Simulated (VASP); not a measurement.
**Os: single point with PBEsol**

Crystal: Os.

```xyz
2
Lattice="2.7341 0.0000 0.0000 -1.3671 2.3678 0.0000 0.0000 0.0000 4.3197" Properties=species:S:1:pos:R:3 pbc="T T T"
Os    0.0000    1.5785    1.0799
Os    1.3671    0.7893    3.2398
```

```json
{"Program": "VASP 6.6.1", "Task": "single point", "Functional": "PBEsol", "Potentials or basis": "VASP PAW PBE potentials, release 64 (Os)", "Cutoff": "520 eV", "k mesh": "18 × 18 × 10", "Occupations": "methfessel-paxton, width 0.05 eV", "Spin": "no spin polarisation"}
```

```json
{
 "Pressure": "-2.4 GPa",
 "Band gap on the k mesh": "zero (bands 8 and 9 overlap by 3.95 eV)"
}
```

Stress tensor (GPa, compression positive):
```
-2.62  0.00  0.00
 0.00 -2.62  0.00
 0.00  0.00 -1.92
```

Levels at points of the mesh, in eV from the Fermi level:
| k point | band 4 | band 5 | band 6 | band 7 | band 8 | band 9 | band 10 | band 11 | band 12 | band 13 |
| --- | --- | --- | --- | --- | --- | --- | --- | --- | --- | --- |
| (0.00, 0.00, 0.00) | -3.07 | -2.81 | -2.22 | -2.22 | -1.56 | -1.56 | 0.00 | 1.70 | 1.70 | 9.05 |
| (0.50, 0.00, 0.00) | -3.56 | -2.94 | -2.58 | -1.89 | 2.05 | 2.61 | 2.74 | 4.42 | 5.71 | 9.33 |
| (0.00, 0.00, 0.50) | -3.59 | -3.26 | -3.26 | -3.26 | -3.26 | 0.90 | 0.90 | 0.90 | 0.90 | 13.75 |
| (0.50, 0.00, 0.50) | -5.35 | -1.21 | -1.21 | -0.18 | -0.18 | 2.39 | 2.39 | 3.31 | 3.31 | 9.11 |

Wall time 110 s on 1 thread of Intel Xeon 8259CL, with other jobs on the host, peak memory 0.2 GiB.

Caveat: the PAW data sets were made with another functional, which shifts forces and pressure a little; spin-orbit coupling is left out, which moves the levels of the heavy elements.
